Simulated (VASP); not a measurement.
C:

```
C
1.0
     1.22803    0.70900    3.34701
    -1.22803    0.70900    3.34701
     0.00000   -1.41800    3.34701
C
2
Direct
  0.16400 0.16400 0.16400
  0.83600 0.83600 0.83600
```

Base run:

```yaml
Program: VASP 6.6.1
Functional: PBE
Potentials_or_basis: VASP PAW PBE potentials, release 64 (C)
Cutoff: 520 eV
k_mesh: 11 × 11 × 11
Occupations: gaussian, width 0.1 eV
Spin: no spin polarisation
```

Its results: band gap on the k mesh 0.96 eV, direct; pressure 4.8 GPa; largest force 0.870 eV/Å.

**Question.** The run is repeated on the same cell with these changes: k mesh from 11 × 11 × 11 to 6 × 6 × 6. What comes out?

**Answer.** Band gap on the k mesh 0.75 eV, direct; pressure 4.7 GPa; largest force 0.791 eV/Å.

Caveats: some runs use coarse meshes.

A k mesh can miss the band edges.
